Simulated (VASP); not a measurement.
Write the native input for VASP 6.6.1 that does the following.

```
Task                   : electric field gradients
Functional             : PBE
Potentials or basis    : VASP PAW PBE potentials, release 64 (Zn, S)
Cutoff                 : 520 eV
k mesh                 : 8 × 8 × 8
Occupations            : fermi-dirac, width 0.01 eV
Spin                   : no spin polarisation
Dipole correction      : no
Further INCAR settings : ALGO = Normal; EDIFF = 1e-08; NBANDS = 16
```

The structure of ZnS lies in POSCAR:

```
ZnS
1.0
    0.0000000000      2.7136356142      2.7136356142
    2.7136356142      0.0000000000      2.7136356142
    2.7136356142      2.7136356142      0.0000000000
Zn S
1 1
Direct
    0.0000000000      0.0000000000      0.0000000000
    0.7500000000      0.7500000000      0.7500000000
```

This cell differs from its parent crystal: volume scaled by 1.01.

The input as run:

INCAR

```
SYSTEM = ZnS
PREC = Accurate
ENCUT = 520
EDIFF = 1E-8
ISMEAR = -1
SIGMA = 0.01
LREAL = .False.
LASPH = .True.
NELM = 100
ALGO = Normal
ISIF = 2
LWAVE = .False.
LCHARG = .False.
GGA = PE
LEFG = .True.
NBANDS = 16
```

KPOINTS

```
regular mesh
0
Gamma
  8 8 8
  0 0 0
```

Potentials or basis: VASP PAW PBE potentials, release 64 (Zn, S).

Launch:

```bash
$ cat potpaw_PBE.64/Zn/POTCAR potpaw_PBE.64/S/POTCAR > POTCAR
$ mpirun -np 1 vasp_std > vasp.out
```

Results of the run:

The pressure is 0.8 GPa. The band gap on the k mesh is 2.06 eV, direct.

Caveat: without QUAD_EFG the Cq values of the log hold for a quadrupole moment of 1 mb, not for the nuclei.

It took 34 s on 1 thread of Intel Xeon 8259CL (shared host), peak memory 0.17 GiB.
